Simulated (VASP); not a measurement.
# HfC (NiAs type) (P6_3/mmc) in VASP: a series of runs

The runs below take HfC (NiAs type) through single point, with PBE.

All numbers are computed with VASP 6.6.1; they aren't measurements. Logs are shortened: lines on timing, memory, paths and dates and some standing lists are left out, and cuts for length are marked.

### Step 1. The cell of the first run

Symmetry: P6_3/mmc, No. 194, hexagonal system. Conventional cell: a = 3.266 Å, b = 3.266 Å, c = 5.767 Å, α = 90.00°, β = 90.00°, γ = 120.00°. Hf (site symmetry -3m) has 6 C at 2.37 Å and 2 Hf at 2.88 Å within 3.1 Å. C (site symmetry -6m2) has 6 Hf at 2.37 Å within 3.1 Å.

### Step 2. Single point, PBE

Input file INCAR:

```
PREC = Accurate
ENCUT = 520
EDIFF = 1E-6
ISMEAR = -1
SIGMA = 0.1
LREAL = F
LASPH = T
NELM = 100
ALGO = Normal
ISIF = 2
LWAVE = F
LCHARG = F
GGA = PE
NBANDS = 22
```

Input file KPOINTS:

```
Automatic mesh
0
Gamma
  10 10 6
```

Input file POSCAR:

```
HfC
1.0
    3.2657993775      0.0000000000      0.0000000000
   -1.6328996887      2.8282652245      0.0000000000
    0.0000000000      0.0000000000      5.7670941362
Hf C
2 2
Direct
    0.0000000000      0.0000000000      0.0000000000
    0.0000000000      0.0000000000      0.5000000000
    0.3333333333      0.6666666667      0.2500000000
    0.6666666667      0.3333333333      0.7500000000
```

Potentials or basis: VASP PAW PBE potentials, release 64 (Hf_pv, C).

Started as:

```bash
> cat potpaw_PBE.64/Hf_pv/POTCAR potpaw_PBE.64/C/POTCAR > POTCAR
> mpirun -np 1 vasp_std > vasp.out
```

OUTCAR:

```text
PREC = Accurate
   ENCUT = 520
   EDIFF = 1E-6
   ISMEAR = -1
   LREAL = F
   LASPH = T
   NELM = 100
   ISIF = 2
   GGA = PE

 ion  position               nearest neighbor table
   1  0.000  0.000  0.000-   3 2.37   4 2.37   3 2.37   4 2.37   4 2.37   3 2.37   2 2.88   2 2.88

   2  0.000  0.000  0.500-   3 2.37   4 2.37   3 2.37   4 2.37   4 2.37   3 2.37   1 2.88   1 2.88

   3  0.333  0.667  0.250-   1 2.37   2 2.37   1 2.37   2 2.37   1 2.37   2 2.37
   4  0.667  0.333  0.750-   1 2.37   2 2.37   1 2.37   2 2.37   1 2.37   2 2.37

  LATTYP: Found a hexagonal cell.
 ALAT       =     3.2657993775
 C/A-ratio  =     1.7659058226

  Lattice vectors:

 A1 = (   3.2657993775,   0.0000000000,   0.0000000000)
 A2 = (  -1.6328996887,   2.8282652245,   0.0000000000)
 A3 = (   0.0000000000,   0.0000000000,   5.7670941362)

Analysis of symmetry for initial positions (statically):
=====================================================================
 Subroutine PRICEL returns:
 Original cell was already a primitive cell.

 Routine SETGRP: Setting up the symmetry group for a
 hexagonal supercell.

 Subroutine GETGRP returns: Found 24 space group operations
 (whereof 12 operations were pure point group operations)
 out of a pool of 24 trial point group operations.

The static configuration has the point symmetry D_3d.
 The point group associated with its full space group is D_6h.

Analysis of symmetry for dynamics (positions and initial velocities):
=====================================================================
 Subroutine PRICEL returns:
 Original cell was already a primitive cell.

 Routine SETGRP: Setting up the symmetry group for a
 hexagonal supercell.

 Subroutine GETGRP returns: Found 24 space group operations
 (whereof 12 operations were pure point group operations)
 out of a pool of 24 trial point group operations.

The dynamic configuration has the point symmetry D_3d.
 The point group associated with its full space group is D_6h.

 Subroutine INISYM returns: Found 24 space group operations
 (whereof 12 operations are pure point group operations),
 and found     1 'primitive' translations

----------------------------------------------------------------------------------------

                                     Primitive cell

  volume of cell :      53.2680

  direct lattice vectors                    reciprocal lattice vectors
     3.265799378  0.000000000  0.000000000     0.306203745  0.176786815  0.000000000
    -1.632899689  2.828265224  0.000000000     0.000000000  0.353573629  0.000000000
     0.000000000  0.000000000  5.767094136     0.000000000  0.000000000  0.173397551

  length of vectors
     3.265799378  3.265799377  5.767094136     0.353573629  0.353573629  0.173397551

  position of ions in fractional coordinates (direct lattice)
     0.000000000  0.000000000  0.000000000
     0.000000000  0.000000000  0.500000000
     0.333333333  0.666666667  0.250000000
     0.666666667  0.333333333  0.750000000

  ion indices of the primitive-cell ions
   primitive index   ion index
                 1           1
                 2           2
                 3           3
                 4           4

----------------------------------------------------------------------------------------

 KPOINTS: Automatic mesh

Automatic generation of k-mesh.
 Grid dimensions read from file:
 generate k-points for:   10   10    6

 Generating k-lattice:

  Cartesian coordinates                     Fractional coordinates (reciprocal lattice)
     0.030620375  0.017678681  0.000000000     0.100000000  0.000000000  0.000000000
     0.000000000  0.035357363  0.000000000     0.000000000  0.100000000  0.000000000
     0.000000000  0.000000000  0.028899592     0.000000000  0.000000000  0.166666667

  Length of vectors
     0.035357363  0.035357363  0.028899592

  Shift w.r.t. Gamma in fractional coordinates (k-lattice)
     0.000000000  0.000000000  0.000000000

 Subroutine IBZKPT returns following result:
 ===========================================

 Found     56 irreducible k-points:

 Following reciprocal coordinates:
            Coordinates               Weight
  0.000000  0.000000  0.000000      1.000000
  0.100000  0.000000  0.000000      6.000000
  0.200000  0.000000  0.000000      6.000000
  0.300000  0.000000  0.000000      6.000000
  0.400000  0.000000  0.000000      6.000000
  0.500000  0.000000  0.000000      3.000000
[... 16 lines left out ...]
  0.300000  0.100000  0.166667     24.000000
  0.400000  0.100000  0.166667     24.000000
 [... further k-points ...]
   k-points           NKPTS =     56   k-points in BZ     NKDIM =     56   number of bands    NBANDS=     22
   number of dos      NEDOS =    301   number of ions     NIONS =      4
   total plane-waves  NPLWV =  27648
   dimension x,y,z NGX =    24 NGY =   24 NGZ =   48
   dimension x,y,z NGXF=    48 NGYF=   48 NGZF=   96
   ions per type =               2   2
   NGX,Y,Z   is equivalent  to a cutoff of  12.22, 12.22, 13.84 a.u.
   NGXF,Y,Z  is equivalent  to a cutoff of  24.43, 24.43, 27.67 a.u.
 SYSTEM =  unknown system
   PREC   = accura    normal or accurate (medium, high low for compatibility)
   ISTART =      0    job   : 0-new  1-cont  2-samecut
   ICHARG =      2    charge: 1-file 2-atom 10-const
   ISPIN  =      1    spin polarized calculation?
   LNONCOLLINEAR =      F non collinear calculations
   LSORBIT =      F    spin-orbit coupling
   LASPH  =      T    aspherical Exc in radial PAW
   ENCUT  =  520.0 eV  38.22 Ry    6.18 a.u.   6.07  6.07 10.72*2*pi/ulx,y,z
   NELM   =    100;   NELMIN=  2; NELMDL= -5     # of ELM steps
   EDIFF  = 0.1E-05   stopping-criterion for ELM
   LREAL  =      F    real-space projection
   EDIFFG = 0.1E-04   stopping-criterion for IOM
   NSW    =      0    number of steps for IOM
   IBRION =     -1    ionic relax: 0-MD 1-quasi-New 2-CG
   NFREE  =      0    steps in history (QN), initial steepest desc. (CG)
   ISIF   =      2    stress and relaxation
   ISYM   =      2    0-nonsym 1-usesym 2-fastsym
   POTIM  = 0.5000    time-step for ionic-motion
   TEBEG  =    0.0;   TEEND  =   0.0 temperature during run
   PSTRESS=    0.0 pullay stress
   NELECT =      28.0000    total number of electrons
   NUPDOWN=      -1.0000    fix difference up-down
   EMIN   =  10.00;   EMAX   =-10.00  energy-range for DOS
   EFERMI =   0.00;   METHOD = LEGACY
   ISMEAR =    -1;   SIGMA  =   0.10  broadening in eV -4-tet -1-fermi 0-gaus
   EFERMI_NEDOS =   21; number of points for ismear=-14 and -15
   IALGO  =     38    algorithm
   IMIX   =      4    mixing-type and parameters
     AMIX     =   0.40;   BMIX     =  1.00
     AMIX_MAG =   1.60;   BMIX_MAG =  1.00
  volume/ion in A,a.u.               =      13.32        89.87
  Fermi-wavevector in a.u.,A,eV,Ry     =   1.321210  2.496725 23.750284  1.745597
  Thomas-Fermi vector in A             =   2.450981
   LORBIT       =      0    0 simple, 1 ext, 2 COOP (PROOUT), +10 PAW based schemes
   GGA     = PE    functional components
   LHFCALC =     F    Hartree Fock is set to
   AEXX    =    0.0000 exact exchange contribution
   IVDW    =     0    specifies the selected vdW correction
   LEPSILON=     F    determine dielectric tensor
   LRPA    =     F    only Hartree local field effects (RPA)
 non-spin polarized calculation
  energy-cutoff  :      520.00
  volume of cell :       53.27
 maximum number of plane-waves:      1460
   NGX = 13   NGY = 13   NGZ = 21

 number of electron      27.9999994 magnetization

 Free energy of the ion-electron system (eV)
  ---------------------------------------------------
  ext. energy  EPLUGINS =         0.00000000
  ---------------------------------------------------
  free energy    TOTEN  =       -39.96729881 eV

  energy without entropy =      -39.93791700  energy(sigma->0) =      -39.95260791

 E-fermi :   5.3496     XC(G=0): -11.9523

 val. band max:        5.3173244988   @ k =   0.1000   0.0000   0.0000
 cond. band min:       5.3630809030   @ k =   0.4000   0.0000   0.1667
 fundamental gap:      0.0457564043
 Fermi energy:         5.3496305779

 k-point     1 :       0.0000    0.0000    0.0000
  band No.  band energies     occupation
      1     -25.1387      2.00000
      2     -24.4360      2.00000
      3     -24.4360      2.00000
      4     -24.3238      2.00000
      5     -24.3238      2.00000
      6     -24.0633      2.00000
[... 14 lines left out ...]
     21      11.6581      0.00000
     22      11.8727      0.00000

 k-point     2 :       0.1000    0.0000    0.0000
  band No.  band energies     occupation
      1     -25.1268      2.00000
      2     -24.4901      2.00000
      3     -24.4480      2.00000
      4     -24.3713      2.00000
      5     -24.3344      2.00000
      6     -24.0574      2.00000
[... 14 lines left out ...]
     21      11.7660      0.00000
     22      12.4081      0.00000

 k-point     3 :       0.2000    0.0000    0.0000
  band No.  band energies     occupation
      1     -25.0957      2.00000
      2     -24.6291      2.00000
      3     -24.4936      2.00000
      4     -24.4794      2.00000
      5     -24.3621      2.00000
      6     -24.0417      2.00000
[... 14 lines left out ...]
     21      12.3166      0.00000
     22      13.0415      0.00000

 k-point     4 :       0.3000    0.0000    0.0000
  band No.  band energies     occupation
      1     -25.0570      2.00000
      2     -24.7955      2.00000
      3     -24.6411      2.00000
      4     -24.5179      2.00000
      5     -24.3961      2.00000
      6     -24.0222      2.00000
[... 14 lines left out ...]
     21      12.6719      0.00000
     22      12.7639      0.00000

 k-point     5 :       0.4000    0.0000    0.0000
  band No.  band energies     occupation
      1     -25.0260      2.00000
      2     -24.9255      2.00000
      3     -24.7576      2.00000
      4     -24.5488      2.00000
      5     -24.4235      2.00000
      6     -24.0063      2.00000
[... 14 lines left out ...]
     21      12.8197      0.00000
     22      12.9159      0.00000

 k-point     6 :       0.5000    0.0000    0.0000
  band No.  band energies     occupation
      1     -25.0156      2.00000
      2     -24.9727      2.00000
      3     -24.8015      2.00000
      4     -24.5605      2.00000
      5     -24.4339      2.00000
      6     -24.0003      2.00000
[... 14 lines left out ...]
     21      13.1411      0.00000
     22      13.3906      0.00000

 k-point     7 :       0.1000    0.1000    0.0000
  band No.  band energies     occupation
      1     -25.1053      2.00000
      2     -24.5827      2.00000
      3     -24.4737      2.00000
      4     -24.4526      2.00000
      5     -24.3571      2.00000
      6     -24.0465      2.00000
[... 324 lines left out ...]
      6     -24.0732      2.00000
[... 14 lines left out ...]
     21      12.7124      0.00000
     22      13.1563      0.00000

 k-point    21 :       0.1000    0.1000    0.1667
  band No.  band energies     occupation
      1     -25.0397      2.00000
      2     -24.5743      2.00000
      3     -24.4660      2.00000
      4     -24.4613      2.00000
      5     -24.3651      2.00000
      6     -24.1231      2.00000
[... 14 lines left out ...]
     21      11.6815      0.00000
     22      12.2814      0.00000

 k-point    22 :       0.2000    0.1000    0.1667
  band No.  band energies     occupation
      1     -25.0058      2.00000
      2     -24.7161      2.00000
      3     -24.5887      2.00000
      4     -24.5103      2.00000
      5     -24.4048      2.00000
      6     -24.1040      2.00000
[... 14 lines left out ...]
     21      12.1951      0.00000
     22      12.8251      0.00000

 k-point    23 :       0.3000    0.1000    0.1667
  band No.  band energies     occupation
      1     -24.9717      2.00000
      2     -24.8531      2.00000
      3     -24.7128      2.00000
      4     -24.5546      2.00000
      5     -24.4447      2.00000
      6     -24.0850      2.00000
[... 14 lines left out ...]
     21      12.3442      0.00000
     22      13.1161      0.00000

 k-point    24 :       0.4000    0.1000    0.1667
  band No.  band energies     occupation
      1     -24.9541      2.00000
      2     -24.9320      2.00000
      3     -24.7883      2.00000
      4     -24.5820      2.00000
      5     -24.4692      2.00000
      6     -24.0732      2.00000
[... 14 lines left out ...]
     21      12.6111      0.00000
     22      13.1201      0.00000

 [... further k-points ...]
[... 5 lines left out ...]
  --------------------------------------------------------------------------------------
  -------------------------------------------------------------------------------------
  Total       -0.2018655     -0.2018655     -0.3289026     -0.0000000      0.0000000      0.0000000
  in kB       -6.0716404     -6.0716404     -9.8926181     -0.0000000      0.0000000      0.0000000
  external PRESSURE =      -7.3452996 kB  Pullay stress =       0.0000000 kB

 VOLUME and BASIS-vectors are now :
 -----------------------------------------------------------------------------
  energy-cutoff  :      520.00
  volume of cell :       53.27
      direct lattice vectors                 reciprocal lattice vectors
     3.265799378  0.000000000  0.000000000     0.306203745  0.176786815  0.000000000
    -1.632899689  2.828265224  0.000000000     0.000000000  0.353573629  0.000000000
     0.000000000  0.000000000  5.767094136     0.000000000  0.000000000  0.173397551

 POSITION                                       TOTAL-FORCE (eV/Angst)
 -----------------------------------------------------------------------------------
      0.00000      0.00000      0.00000         0.000000      0.000000     -0.000000
      0.00000      0.00000      2.88355         0.000000      0.000000     -0.000000
     -0.00000      1.88551      1.44177         0.000000     -0.000000      0.000000
      1.63290      0.94276      4.32532        -0.000000      0.000000      0.000000
 -----------------------------------------------------------------------------------
    total drift:                               -0.000000      0.000000      0.000000

  FREE ENERGIE OF THE ION-ELECTRON SYSTEM (eV)
  ---------------------------------------------------
  free  energy   TOTEN  =       -39.9672988129 eV

  energy  without entropy=      -39.9379170049  energy(sigma->0) =      -39.95260791
```

It took 26 s on 1 thread of Intel Xeon Platinum 8488C (Sapphire Rapids), shared host; peak memory 0.21 GiB.

Results:

* Free energy: -39.9673 eV
* Pressure: -0.7 GPa
* Band gap on the k mesh: zero (band 14 reaches 6.77 eV, above the bottom of band 15 at 5.22 eV)

Stress tensor (GPa, compression positive):
```
-0.61  0.00  0.00
 0.00 -0.61  0.00
 0.00  0.00 -0.99
```

Caveat: spin-orbit coupling is left out, which moves the levels of the heavy elements.

### Step 3. Single point, PBE

Input file INCAR:

```
SYSTEM = HfC
ALGO     = Normal         ! electronic algorithm
EDIFF    = 1E-7           ! SCF threshold, eV
ENCUT    = 520            ! plane-wave cutoff, eV
GGA      = PE             ! functional
ISIF     = 2              ! what is computed and relaxed
ISMEAR   = -1             ! smearing method
LASPH    = .True.         ! aspherical terms in the spheres
LCHARG   = .False.        ! write CHGCAR
LREAL    = .False.        ! projectors in reciprocal space
LWAVE    = .False.        ! write WAVECAR
NBANDS   = 22             ! bands
NELM     = 80             ! most SCF steps
PREC     = Accurate       ! precision mode
SIGMA    = 0.1            ! smearing width, eV
```

Input file KPOINTS:

```
k-points
0
Gamma
  10 10 6
  0 0 0
```

POSCAR is that of step 2.

Potentials or basis: VASP PAW PBE potentials, release 64 (Hf_pv, C).

Started as:

```bash
> cat potpaw_PBE.64/Hf_pv/POTCAR potpaw_PBE.64/C/POTCAR > POTCAR
> mpirun -np 1 vasp_std > vasp.out
```

It took 31 s on 1 thread of Intel Xeon Platinum 8488C (Sapphire Rapids), shared host; peak memory 0.2 GiB.

Results (log left out):

* Free energy: -39.9673 eV
* Pressure: -0.7 GPa
* Band gap on the k mesh: zero (band 14 reaches 6.77 eV, above the bottom of band 15 at 5.22 eV)

Stress tensor (GPa, compression positive):
```
-0.60  0.00  0.00
 0.00 -0.60  0.00
 0.00  0.00 -0.99
```

Levels at points of the mesh, in eV from the Fermi level:
```csv
k point,band 12,band 13,band 14,band 15,band 16,band 17
"(0.00, 0.00, 0.00)",-1.10,0.81,1.42,1.42,2.13,2.13
"(0.50, 0.00, 0.00)",-1.80,-1.01,-0.97,0.37,2.12,5.50
"(0.00, 0.00, 0.50)",-1.10,-1.10,-1.10,2.89,2.89,3.20
"(0.50, 0.00, 0.50)",-1.83,-1.30,-1.30,1.16,1.16,5.89
```

Caveat: spin-orbit coupling is left out, which moves the levels of the heavy elements.
